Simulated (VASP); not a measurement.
Input of a VASP 6.6.1 run:

Contents of INCAR:

```
PREC     = Accurate       # precision mode
ENCUT    = 520            # plane-wave cutoff, eV
EDIFF    = 1E-6           # SCF threshold, eV
ISMEAR   = 0              # smearing method
SIGMA    = 0.15           # smearing width, eV
LREAL    = F              # projectors in reciprocal space
LASPH    = T              # aspherical terms in the spheres
NELM     = 100            # most SCF steps
ALGO     = Normal         # electronic algorithm
ISIF     = 2              # what is computed and relaxed
LWAVE    = F              # write WAVECAR
LCHARG   = F              # write CHGCAR
NBANDS   = 24             # bands
```

Contents of KPOINTS:

```
regular mesh
0
Gamma
  12 12 8
```

Contents of POSCAR:

```
CuAs
1.0
    3.9561000000      0.0000000000      0.0000000000
   -1.9780500000      3.4260830999      0.0000000000
    0.0000000000      0.0000000000      5.1171000000
Cu As
2 2
Direct
    0.0000000000      0.0000000000      0.5000000000
    0.0000000000      0.0000000000      0.0000000000
    0.6666666667      0.3333333333      0.7500000000
    0.3333333333      0.6666666667      0.2500000000
```

Potentials or basis: VASP PAW LDA potentials, release 64 (Cu, As).

Run with:

```bash
$ cat potpaw_LDA.64/Cu/POTCAR potpaw_LDA.64/As/POTCAR > POTCAR
$ mpirun -np 1 vasp_std > vasp.out
```

Task: Predict the pressure.

Result: -12.7 GPa.

Task: What does it give for the band gap on the k mesh?

Result: Zero (bands 16 and 17 overlap by 1.94 eV).

Stress tensor (GPa, compression positive):
```
-12.51   0.00   0.00
  0.00 -12.51   0.00
  0.00   0.00 -13.20
```

Caveat: the cell stands under tension.
